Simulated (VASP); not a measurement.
Write the native input for VASP 6.6.1 that does the following.

| Item | Value |
| --- | --- |
| Task | electric field gradients |
| Functional | PBE |
| Potentials or basis | VASP PAW PBE potentials, release 64 (Hf_pv, N, O) |
| Cutoff | 520 eV |
| k mesh | 3 × 3 × 3 |
| Occupations | fermi-dirac, width 0.01 eV |
| Spin | collinear spin, ferromagnetic start |
| Starting moments | [0.0, 0.0, 0.0, 0.0, 0.0, 0.0, 0.0, 0.0, 1.0, 0.0, 0.0, 0.0, 0.0, 0.0, 0.0, 0.0, 0.0, 0.0, 0.0, 0.0, 0.0, 0.0, 0.0, 0.0] μB |
| Dipole correction | no |
| Further INCAR settings | LREAL = Auto; ALGO = Normal; EDIFF = 1e-08; NBANDS = 110 |

The structure of Hf8NO15 (a cell with a defect) lies in POSCAR:

```
Hf8NO15
1.0
    0.0000000000      5.1150000000      5.1150000000
    5.1150000000      0.0000000000      5.1150000000
    5.1150000000      5.1150000000      0.0000000000
Hf N O
8 1 15
Direct
    0.0000000000      0.0000000000      0.0000000000
    0.0000000000      0.0000000000      0.5000000000
    0.0000000000      0.5000000000      0.0000000000
    0.0000000000      0.5000000000      0.5000000000
    0.5000000000      0.0000000000      0.0000000000
    0.5000000000      0.0000000000      0.5000000000
    0.5000000000      0.5000000000      0.0000000000
    0.5000000000      0.5000000000      0.5000000000
    0.1250000000      0.1250000000      0.1250000000
    0.1250000000      0.1250000000      0.6250000000
    0.1250000000      0.6250000000      0.1250000000
    0.1250000000      0.6250000000      0.6250000000
    0.6250000000      0.1250000000      0.1250000000
    0.6250000000      0.1250000000      0.6250000000
    0.6250000000      0.6250000000      0.1250000000
    0.6250000000      0.6250000000      0.6250000000
    0.3750000000      0.3750000000      0.3750000000
    0.3750000000      0.3750000000      0.8750000000
    0.3750000000      0.8750000000      0.3750000000
    0.3750000000      0.8750000000      0.8750000000
    0.8750000000      0.3750000000      0.3750000000
    0.8750000000      0.3750000000      0.8750000000
    0.8750000000      0.8750000000      0.3750000000
    0.8750000000      0.8750000000      0.8750000000
```

One way to write it, as run:

INCAR

```
PREC     = Accurate       # precision mode
ENCUT    = 520            # plane-wave cutoff, eV
EDIFF    = 1E-8           # SCF threshold, eV
ISMEAR   = -1             # smearing method
SIGMA    = 0.01           # smearing width, eV
LREAL    = Auto         
LASPH    = T              # aspherical terms in the spheres
NELM     = 150            # most SCF steps
ALGO     = Normal         # electronic algorithm
ISIF     = 2              # what is computed and relaxed
LWAVE    = F              # write WAVECAR
LCHARG   = F              # write CHGCAR
ISPIN    = 2              # spin polarisation
MAGMOM   = 0 0 0 0 0 0 0 0 1 0 0 0 0 0 0 0 0 0 0 0 0 0 0 0 # initial moments
LORBIT   = 11             # projections on sites
LMAXMIX  = 4              # l up to which the mixer works
GGA      = PE             # functional
LEFG     = T            
NBANDS   = 110            # bands
```

KPOINTS

```
regular mesh
0
Gamma
  3 3 3
```

Potentials or basis: VASP PAW PBE potentials, release 64 (Hf_pv, N, O).

The run is started by

```console
$ cat potpaw_PBE.64/Hf_pv/POTCAR potpaw_PBE.64/N/POTCAR potpaw_PBE.64/O/POTCAR > POTCAR
$ mpirun -np 1 vasp_std > vasp.out
```

Results of the run:

```
Pressure                                              : -4.6 GPa
Largest force                                         : 0.466 eV/Å
Net moment                                            : 0.91 μB per cell
Site moments                                          : Hf +0.00, -0.00; N +0.32; O +0.01, +0.05, +0.04, +0.07 μB
Valence electrons inside the program's atomic spheres : Hf 8.20, 8.15; N 3.73; O 5.09
```

Caveat: without QUAD_EFG the Cq values of the log hold for a quadrupole moment of 1 mb, not for the nuclei.

Wall time 9 min on 1 thread of Intel(R) Xeon(R) 6975P-C (Granite Rapids) (shared host), peak memory 0.59 GiB.
